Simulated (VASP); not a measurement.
# CsLiCr2Te2S3 (P3m1) in VASP: a series of runs

Aim: see how the results for CsLiCr2Te2S3 move with the level of theory and the settings. Levels: PBEsol+D3(BJ), RPBE, PBE+D4, PBE, PBEsol. Tasks: single point, relaxation of cell and atoms.

Everything below comes from runs of VASP 6.6.1. Logs are shortened: lines on timing, memory, paths and dates and some standing lists are left out, and cuts for length are marked.

### 1 The cell of the first run

Symmetry: P3m1, No. 156, trigonal system. The conventional cell has a = 3.521 Å, b = 3.521 Å, c = 17.620 Å, α = 90.00°, β = 90.00°, γ = 120.00°. Cs (site symmetry 3m) has 3 S at 3.27 Å and 6 Cs at 3.52 Å and 3 Te at 3.66 Å and 3 Cr at 4.29 Å within 4.3 Å. Within 3.7 Å of Li (site symmetry 3m) lie 6 S at 2.48 to 2.71 Å and 6 Cr at 3.38 to 3.63 Å and 6 Li at 3.52 Å. Cr (site symmetry 3m) has 3 S at 2.37 Å and 3 Te at 2.78 Å within 3.1 Å. Cr (site symmetry 3m) has 6 S at 2.37 to 2.41 Å within 3.1 Å. Within 4.6 Å of Te (site symmetry 3m) lie 9 Te at 3.52 to 3.79 Å and 3 Cs at 3.66 Å. Te (site symmetry 3m) has 3 Cr at 2.78 Å and 9 Te at 3.52 to 3.79 Å and 3 S at 3.72 Å within 3.8 Å. Within 3.3 Å of S (site symmetry 3m) lie 3 Cr at 2.41 Å and 3 Li at 2.48 Å and 3 S at 3.23 Å. S (site symmetry 3m) has 3 Cr at 2.37 Å and 3 Li at 2.71 Å within 3.1 Å.

### 2 Single point, PBEsol+D3(BJ), collinear spin, ferromagnetic start

INCAR

```
SYSTEM = CsLiCr2Te2S3
  ALGO = Normal
  EDIFF = 1E-7
  ENCUT = 520
  GGA = PS
  ISIF = 2
  ISMEAR = -1
  ISPIN = 2
  IVDW = 12
  LASPH = .TRUE.
  LCHARG = .FALSE.
  LMAXMIX = 4
  LORBIT = 11
  LREAL = .FALSE.
  LWAVE = .FALSE.
  MAGMOM = 0 0 3 3 0 0 0 0 0
  NBANDS = 47
  NELM = 150
  PREC = Accurate
  SIGMA = 0.05
```

KPOINTS

```
k-points
0
G
  6 6 1
  0 0 0
```

POSCAR

```
CsLiCr2Te2S3
1.0
    3.5207496728      0.0000000000      0.0000000000
   -1.7603748364      3.0490586570      0.0000000000
    0.0000000000      0.0000000000     17.6198784122
Cs Li Cr Te S
1 1 2 2 3
Direct
    0.0000000000      0.0000000000      0.3883537101
    0.6666666667      0.3333333333      0.0206435116
    0.0000000000      0.0000000000      0.8501856848
    0.3333333333      0.6666666667      0.1738058528
    0.3333333333      0.6666666667      0.5611128431
    0.6666666667      0.3333333333      0.7426999539
    0.0000000000      0.0000000000      0.1008359253
    0.3333333333      0.6666666667      0.9191833713
    0.6666666667      0.3333333333      0.2431891472
```

Potentials or basis: VASP PAW PBE potentials, release 64 (Cs_sv, Li_sv, Cr_pv, Te, S).

Launch:

```bash
> cat potpaw_PBE.64/Cs_sv/POTCAR potpaw_PBE.64/Li_sv/POTCAR potpaw_PBE.64/Cr_pv/POTCAR potpaw_PBE.64/Te/POTCAR potpaw_PBE.64/S/POTCAR > POTCAR
> mpirun -np 1 vasp_std > vasp.out
```

OUTCAR:

```text
SYSTEM = CsLiCr2Te2S3
   EDIFF = 1E-7
   ENCUT = 520
   GGA = PS
   ISIF = 2
   ISMEAR = -1
   ISPIN = 2
   IVDW = 12
   LASPH = .TRUE.
   LORBIT = 11
   LREAL = .FALSE.
   NELM = 150
   PREC = Accurate
 IVDW          = 12

 ion  position               nearest neighbor table
   1  0.000  0.000  0.388-
   2  0.667  0.333  0.021-   7 2.48   7 2.48   7 2.48
   3  0.000  0.000  0.850-   8 2.37   8 2.37   8 2.37   6 2.78   6 2.78   6 2.78
   4  0.333  0.667  0.174-   9 2.37   9 2.37   9 2.37   7 2.41   7 2.41   7 2.41
   5  0.333  0.667  0.561-
   6  0.667  0.333  0.743-   3 2.78   3 2.78   3 2.78
   7  0.000  0.000  0.101-   4 2.41   4 2.41   4 2.41   2 2.48   2 2.48   2 2.48
   8  0.333  0.667  0.919-   3 2.37   3 2.37   3 2.37
   9  0.667  0.333  0.243-   4 2.37   4 2.37   4 2.37

  LATTYP: Found a hexagonal cell.
 ALAT       =     3.5207496728
 C/A-ratio  =     5.0045814243

  Lattice vectors:

 A1 = (   3.5207496728,   0.0000000000,   0.0000000000)
 A2 = (  -1.7603748364,   3.0490586570,   0.0000000000)
 A3 = (   0.0000000000,   0.0000000000,  17.6198784122)

Analysis of symmetry for initial positions (statically):
=====================================================================
 Subroutine PRICEL returns:
 Original cell was already a primitive cell.

 Routine SETGRP: Setting up the symmetry group for a
 hexagonal supercell.

 Subroutine GETGRP returns: Found  6 space group operations
 (whereof  6 operations were pure point group operations)
 out of a pool of 24 trial point group operations.

The static configuration has the point symmetry C_3v.

Analysis of symmetry for dynamics (positions and initial velocities):
=====================================================================
 Subroutine PRICEL returns:
 Original cell was already a primitive cell.

 Routine SETGRP: Setting up the symmetry group for a
 hexagonal supercell.

 Subroutine GETGRP returns: Found  6 space group operations
 (whereof  6 operations were pure point group operations)
 out of a pool of 24 trial point group operations.

The dynamic configuration has the point symmetry C_3v.

Analysis of structural, dynamic, and magnetic symmetry:
=====================================================================
 Subroutine PRICEL returns:
 Original cell was already a primitive cell.

 Routine SETGRP: Setting up the symmetry group for a
 hexagonal supercell.

 Subroutine GETGRP returns: Found  6 space group operations
[... 142 lines left out ...]
  ---------------------------------------------------
  free energy    TOTEN  =       -49.26631317 eV

  energy without entropy =      -49.24465063  energy(sigma->0) =      -49.25548190

 E-fermi :   6.3402     XC(G=0): -10.2430

 val. band max:        6.3220593768   @ k =   0.5000   0.0000   0.0000
 cond. band min:       6.4209863814   @ k =   0.1667   0.0000   0.0000
 fundamental gap:      0.0989270046
 Fermi energy:         6.3402405778

 spin component 1

 k-point     1 :       0.0000    0.0000    0.0000
  band No.  band energies     occupation
      1     -39.4077      1.00000
      2     -38.2186      1.00000
      3     -38.1991      1.00000
      4     -38.1990      1.00000
      5     -37.7737      1.00000
      6     -37.7584      1.00000
[... 325 lines left out ...]
     44      10.2424      0.00000
     45      11.1226      0.00000
 Fermi energy:         6.3402405778

 spin component 2

 k-point     1 :       0.0000    0.0000    0.0000
  band No.  band energies     occupation
      1     -39.4085      1.00000
      2     -35.3954      1.00000
      3     -35.3692      1.00000
      4     -35.3692      1.00000
      5     -35.0150      1.00000
      6     -34.9298      1.00000
[... 325 lines left out ...]
     44      10.5526      0.00000
     45      11.1672      0.00000
 [bands above 45 left out]

------------------------ aborting loop because EDIFF is reached ----------------------------------------

 Edisp (eV)   -3.28061

 E8    (eV) :    -2.1822

  FORCE on cell =-STRESS in cart. coord.  units (eV):
  Direction    XX          YY          ZZ          XY          YZ          ZX
  --------------------------------------------------------------------------------------
  -------------------------------------------------------------------------------------
  Total      -0.32734    -0.32734    -0.27756     0.00000     0.00000     0.00000
  in kB      -2.77268    -2.77268    -2.35109     0.00000     0.00000     0.00000
  external pressure =       -2.63 kB  Pullay stress =        0.00 kB

 VOLUME and BASIS-vectors are now :
 -----------------------------------------------------------------------------
  energy-cutoff  :      520.00
  volume of cell :      189.15
      direct lattice vectors                 reciprocal lattice vectors
     3.520749673  0.000000000  0.000000000     0.284030418  0.163985038  0.000000000
    -1.760374836  3.049058657  0.000000000     0.000000000  0.327970076  0.000000000
     0.000000000  0.000000000 17.619878412     0.000000000  0.000000000  0.056754081

 POSITION                                       TOTAL-FORCE (eV/Angst)
 -----------------------------------------------------------------------------------
      0.00000      0.00000      6.84275        -0.000000      0.000000      0.005302
      1.76037      1.01635      0.36374         0.000000      0.000000     -0.051935
      0.00000      0.00000     14.98017        -0.000000      0.000000     -0.023865
     -0.00000      2.03271      3.06244         0.000000      0.000000     -0.003327
     -0.00000      2.03271      9.88674        -0.000000      0.000000      0.024699
      1.76037      1.01635     13.08628        -0.000000      0.000000      0.104542
      0.00000      0.00000      1.77672        -0.000000      0.000000     -0.005645
     -0.00000      2.03271     16.19590        -0.000000     -0.000000     -0.032405
      1.76037      1.01635      4.28496        -0.000000      0.000000     -0.017366
 -----------------------------------------------------------------------------------
    total drift:                               -0.000002      0.000001      0.000270

  FREE ENERGIE OF THE ION-ELECTRON SYSTEM (eV)
  ---------------------------------------------------
  free  energy   TOTEN  =       -52.5469244508 eV

  energy  without entropy=      -52.5252619095  energy(sigma->0) =      -52.53609318

 total charge

# of ion       s       p       d       tot
------------------------------------------
    1        1.851   4.665   0.107   6.623
    2        2.012   0.047   0.000   2.059
    3        0.270   6.257   4.131  10.658
    4        0.284   6.299   4.115  10.697
    5        1.418   1.820   0.024   3.262
    6        1.407   1.897   0.043   3.346
    7        1.316   2.444   0.000   3.760
    8        1.321   2.400   0.000   3.721
    9        1.323   2.419   0.000   3.742
--------------------------------------------------
tot         11.201  28.248   8.420  47.868

 magnetization (x)

# of ion       s       p       d       tot
------------------------------------------
    1        0.000  -0.001  -0.002  -0.002
    2        0.001  -0.001   0.000  -0.001
    3        0.032   0.030   2.754   2.816
    4        0.036   0.041   2.766   2.843
    5        0.004   0.055   0.001   0.061
    6       -0.002  -0.118   0.002  -0.118
    7       -0.003  -0.034   0.000  -0.036
    8       -0.005  -0.067   0.000  -0.072
    9       -0.004  -0.055   0.000  -0.059
--------------------------------------------------
tot          0.059  -0.149   5.522   5.432
```

OSZICAR:

```text
N       E                     dE             d eps       ncg     rms          rms(c)
DAV:   1     0.580661950785E+03    0.58066E+03   -0.30875E+04  1412   0.133E+03
DAV:   2     0.740541315571E+01   -0.57326E+03   -0.54468E+03  1427   0.332E+02
DAV:   3    -0.509327751706E+02   -0.58338E+02   -0.56590E+02  1760   0.104E+02
[... 17 lines left out ...]
DAV:  21    -0.492661504322E+02   -0.14284E-03   -0.72081E-05  1712   0.316E-02    0.670E-02
DAV:  22    -0.492662931009E+02   -0.14267E-03   -0.10215E-04  1560   0.336E-02    0.491E-02
DAV:  23    -0.492663068054E+02   -0.13705E-04   -0.21544E-05  1793   0.179E-02    0.276E-02
DAV:  24    -0.492663116027E+02   -0.47972E-05   -0.74590E-06  1674   0.133E-02    0.137E-02
DAV:  25    -0.492663131087E+02   -0.15061E-05   -0.27412E-06  1768   0.738E-03    0.915E-03
DAV:  26    -0.492663131725E+02   -0.63806E-07   -0.72189E-07  1450   0.322E-03
   1 F= -.52546924E+02 E0= -.52536093E+02  d E =-.216625E-01  mag=     5.8454
```

It took 4.8 min on 1 thread of AMD EPYC 7R43 (Zen 3), shared host; peak memory 0.44 GiB.

What came out:

* Free energy: -52.5469 eV
* Largest force: 0.105 eV/Å
* Net moment: 5.85 μB per cell
* Site moments: Cs -0.00; Li -0.00; Cr +2.82, +2.84; Te +0.06, -0.12; S -0.04, -0.07, -0.06 μB
* Valence electrons inside the program's atomic spheres: Cs 6.62; Li 2.06; Cr 10.66, 10.70; Te 3.26, 3.35; S 3.76, 3.72, 3.74
* Dispersion energy per atom: -0.365 eV

Forces on the atoms (eV/Å):
```
Cs   0.000  0.000  0.005
Li   0.000  0.000 -0.052
Cr   0.000  0.000 -0.024
Cr   0.000  0.000 -0.003
Te   0.000  0.000  0.025
Te   0.000  0.000  0.105
S    0.000  0.000 -0.006
S    0.000  0.000 -0.032
S    0.000  0.000 -0.017
```

Caveat: the cutoff is under 1.25 times the usual one of these potentials, so pressure, stress and relaxed cells hold a basis-set (Pulay) error; the PAW data sets were made with another functional, which shifts forces and pressure a little; spin-orbit coupling is left out, which moves the levels of the heavy elements; only a ferromagnetic start was run, and an antiferromagnetic order may lie lower in energy.

### 3 Single point, RPBE, collinear spin, ferromagnetic start

This run uses another cell than the first one.

INCAR

```
SYSTEM = CsLiCr2Te2S3
PREC = Accurate
ENCUT = 520
EDIFF = 1E-6
ISMEAR = -1
SIGMA = 0.05
LREAL = .FALSE.
LASPH = .TRUE.
NELM = 150
ALGO = Normal
ISIF = 2
LWAVE = .FALSE.
LCHARG = .FALSE.
ISPIN = 2
MAGMOM = 0 0 3 3 0 0 0 0 0
LORBIT = 11
LMAXMIX = 4
GGA = RP
NBANDS = 47
```

KPOINTS

```
Automatic mesh
0
G
  6 6 1
  0 0 0
```

POSCAR

```
CsLiCr2Te2S3
1.0
    3.6609898631      0.0000000000      0.0000000000
   -1.8304949315      3.1705102244      0.0000000000
    0.0000000000      0.0000000000     20.5790761408
Cs Li Cr Te S
1 1 2 2 3
Direct
    0.0000000000      0.0000000000      0.3578506450
    0.6666666667      0.3333333333      0.0221170110
    0.0000000000      0.0000000000      0.8808674711
    0.3333333333      0.6666666667      0.1648607761
    0.3333333333      0.6666666667      0.5123362382
    0.6666666667      0.3333333333      0.7944721604
    0.0000000000      0.0000000000      0.1016804085
    0.3333333333      0.6666666667      0.9397736745
    0.6666666667      0.3333333333      0.2260516151
```

Potentials or basis: VASP PAW PBE potentials, release 64 (Cs_sv, Li_sv, Cr_pv, Te, S).

Launch:

```bash
> cat potpaw_PBE.64/Cs_sv/POTCAR potpaw_PBE.64/Li_sv/POTCAR potpaw_PBE.64/Cr_pv/POTCAR potpaw_PBE.64/Te/POTCAR potpaw_PBE.64/S/POTCAR > POTCAR
> mpirun -np 1 vasp_std > vasp.out
```

Run time: 3 min. Hardware: 1 thread of AMD EPYC 9R45 (Zen 5), shared host; peak memory 0.5 GiB.

The run converged. Its results:

```yaml
Free_energy: -43.3977 eV
Largest_force: 0.012 eV/Å
Net_moment: 5.75 μB per cell
Site_moments: Cs -0.00; Li -0.00; Cr +2.91, +2.99; Te -0.00, -0.18; S -0.08, -0.09 (each value once) μB
Valence_electrons_inside_the_program's_atomic_spheres: Cs 6.63; Li 2.03; Cr 10.57, 10.51; Te 3.23, 3.37; S 3.75
```

Forces in eV/Å, atoms in the order of the input:
```
Cs   0.000  0.000  0.002
Li   0.000  0.000  0.003
Cr   0.000  0.000  0.005
Cr   0.000  0.000 -0.004
Te   0.000  0.000  0.012
Te   0.000  0.000 -0.006
S    0.000  0.000 -0.012
S    0.000  0.000  0.009
S    0.000  0.000 -0.010
```

Levels at points of the mesh, in eV from the Fermi level:
Spin up:
```csv
k point,band 34,band 35,band 36,band 37,band 38,band 39
"(0.00, 0.00, 0.00)",0.37,0.37,1.35,1.58,1.58,1.84
"(0.50, 0.00, 0.00)",-0.99,-0.88,-0.87,0.38,1.00,1.17
```
Spin down:
```
           k point  band 26  band 27  band 28  band 29  band 30  band 31  band 32  band 33  band 34  band 35
(0.00, 0.00, 0.00)    -1.14    -1.14     0.67     0.67     1.17     1.17     1.28     1.38     1.38     1.84
(0.50, 0.00, 0.00)    -2.58    -2.54    -1.77    -0.99    -0.88     0.38     0.65     1.01     1.32     1.83
```

Caveat: the cutoff is under 1.25 times the usual one of these potentials, so pressure, stress and relaxed cells hold a basis-set (Pulay) error; the PAW data sets were made with another functional, which shifts forces and pressure a little; spin-orbit coupling is left out, which moves the levels of the heavy elements; only a ferromagnetic start was run, and an antiferromagnetic order may lie lower in energy.

### 4 Single point, PBE+D4, collinear spin, ferromagnetic start

This run uses another cell than the first one, of 21.75 Å³/atom.

INCAR

```
PREC = Accurate
ENCUT = 520
EDIFF = 1E-6
ISMEAR = -1
SIGMA = 0.05
LREAL = F
LASPH = T
NELM = 150
ALGO = Normal
ISIF = 2
LWAVE = F
LCHARG = F
ISPIN = 2
MAGMOM = 0 0 3 3 0 0 0 0 0
LORBIT = 11
LMAXMIX = 4
GGA = PE
IVDW = 13
NBANDS = 47
```

KPOINTS

```
regular mesh
0
Gamma
  6 6 1
```

POSCAR

```
CsLiCr2Te2S3
1.0
    3.5591147419      0.0000000000      0.0000000000
   -1.7795573709      3.0822837815      0.0000000000
    0.0000000000      0.0000000000     17.8469714573
Cs Li Cr Te S
1 1 2 2 3
Direct
    0.0000000000      0.0000000000      0.3870355148
    0.6666666667      0.3333333333      0.0103227482
    0.0000000000      0.0000000000      0.8556690930
    0.3333333333      0.6666666667      0.1694612367
    0.3333333333      0.6666666667      0.5620576572
    0.6666666667      0.3333333333      0.7565140026
    0.0000000000      0.0000000000      0.0969626317
    0.3333333333      0.6666666667      0.9222480713
    0.6666666667      0.3333333333      0.2397390446
```

Potentials or basis: VASP PAW PBE potentials, release 64 (Cs_sv, Li_sv, Cr_pv, Te, S).

Launch:

```bash
> cat potpaw_PBE.64/Cs_sv/POTCAR potpaw_PBE.64/Li_sv/POTCAR potpaw_PBE.64/Cr_pv/POTCAR potpaw_PBE.64/Te/POTCAR potpaw_PBE.64/S/POTCAR > POTCAR
> mpirun -np 1 vasp_std > vasp.out
```

OUTCAR:

```text
PREC = Accurate
   ENCUT = 520
   EDIFF = 1E-6
   ISMEAR = -1
   LREAL = F
   LASPH = T
   NELM = 150
   ISIF = 2
   ISPIN = 2
   LORBIT = 11
   GGA = PE
   IVDW = 13

 ion  position               nearest neighbor table
   1  0.000  0.000  0.387-
   2  0.667  0.333  0.010-   7 2.57   7 2.57   7 2.57   8 2.59   8 2.59   8 2.59
   3  0.000  0.000  0.856-   8 2.37   8 2.37   8 2.37   6 2.71   6 2.71   6 2.71
   4  0.333  0.667  0.169-   9 2.41   9 2.41   9 2.41   7 2.43   7 2.43   7 2.43
   5  0.333  0.667  0.562-
   6  0.667  0.333  0.757-   3 2.71   3 2.71   3 2.71
   7  0.000  0.000  0.097-   4 2.43   4 2.43   4 2.43   2 2.57   2 2.57   2 2.57
   8  0.333  0.667  0.922-   3 2.37   3 2.37   3 2.37   2 2.59   2 2.59   2 2.59
   9  0.667  0.333  0.240-   4 2.41   4 2.41   4 2.41

  LATTYP: Found a hexagonal cell.
[... 910 lines left out ...]
     -0.00000      2.05486     16.45934         0.000000     -0.000000      0.009817
      1.77956      1.02743      4.27862         0.000000     -0.000000     -0.013957
 -----------------------------------------------------------------------------------
    total drift:                               -0.000002      0.000001     -0.000475

  FREE ENERGIE OF THE ION-ELECTRON SYSTEM (eV)
  ---------------------------------------------------
  free  energy   TOTEN  =       -49.3933018180 eV

  energy  without entropy=      -49.3703374634  energy(sigma->0) =      -49.38181964

 total charge

# of ion       s       p       d       tot
------------------------------------------
    1        1.841   4.691   0.091   6.622
    2        2.010   0.042   0.000   2.052
    3        0.279   6.265   4.145  10.689
    4        0.276   6.275   4.064  10.615
    5        1.418   1.816   0.020   3.254
    6        1.399   1.947   0.042   3.387
    7        1.324   2.444   0.000   3.769
    8        1.324   2.439   0.000   3.764
    9        1.328   2.433   0.000   3.761
--------------------------------------------------
tot         11.199  28.351   8.362  47.913

 magnetization (x)

# of ion       s       p       d       tot
------------------------------------------
    1        0.001  -0.001   0.001   0.001
    2        0.000  -0.001   0.000  -0.001
    3        0.039   0.030   2.667   2.735
    4        0.042   0.040   2.828   2.909
    5        0.003   0.038   0.001   0.042
    6       -0.003  -0.162   0.002  -0.164
    7       -0.003  -0.049   0.000  -0.052
    8       -0.005  -0.069   0.000  -0.074
    9       -0.004  -0.061   0.000  -0.066
--------------------------------------------------
tot          0.069  -0.236   5.498   5.331
```

stdout:

```text
POSCAR found type information on POSCAR CsLiCrTeS
 POSCAR found :  5 types and       9 ions
 scaLAPACK will be used
 LDA part: xc-table for (Slater+PW92), standard interpolation
 POSCAR, INCAR and KPOINTS ok, starting setup
 FFT: planning ... GRIDC
 FFT: planning ... GRID_SOFT
 FFT: planning ... GRID
 WAVECAR not read
 entering main loop
```

Wall time 3.5 min (1 thread of Intel Xeon Platinum 8375C at 2.90GHz (Ice Lake), shared host); peak memory 0.47 GiB.

What came out:

```yaml
Free_energy: -49.3933 eV
Largest_force: 0.014 eV/Å
Net_moment: 5.68 μB per cell
Site_moments: Cs +0.00; Li -0.00; Cr +2.73, +2.91; Te +0.04, -0.16; S -0.05, -0.07 (each value once) μB
Valence_electrons_inside_the_program's_atomic_spheres: Cs 6.62; Li 2.05; Cr 10.69, 10.62; Te 3.25, 3.39; S 3.77, 3.76 (each value once)
Dispersion_energy_per_atom: -0.365 eV
```

Forces on the atoms (eV/Å):
```
Cs   0.000  0.000  0.006
Li   0.000  0.000  0.001
Cr   0.000  0.000 -0.005
Cr   0.000  0.000 -0.003
Te   0.000  0.000  0.014
Te   0.000  0.000 -0.009
S    0.000  0.000 -0.001
S    0.000  0.000  0.010
S    0.000  0.000 -0.014
```

Levels at points of the mesh, in eV from the Fermi level:
Spin up:
```
           k point  band 33  band 34  band 35  band 36  band 37  band 38  band 39  band 40
(0.00, 0.00, 0.00)    -0.41     0.45     0.45     1.23     1.64     1.64     2.02     2.02
(0.50, 0.00, 0.00)    -1.28    -1.12    -0.86    -0.77     0.33     0.65     1.26     1.40
```
Spin down:
```tsv
k point	band 26	band 27	band 28	band 29	band 30	band 31	band 32	band 33	band 34	band 35
(0.00, 0.00, 0.00)	-1.20	-0.90	0.71	0.71	0.84	0.84	1.08	1.08	1.09	1.68
(0.50, 0.00, 0.00)	-2.83	-2.75	-2.11	-1.09	-0.97	0.23	0.41	0.63	0.99	1.62
```

Caveat: the cutoff is under 1.25 times the usual one of these potentials, so pressure, stress and relaxed cells hold a basis-set (Pulay) error; spin-orbit coupling is left out, which moves the levels of the heavy elements; only a ferromagnetic start was run, and an antiferromagnetic order may lie lower in energy.

(Part 1 of 2 ends here.)
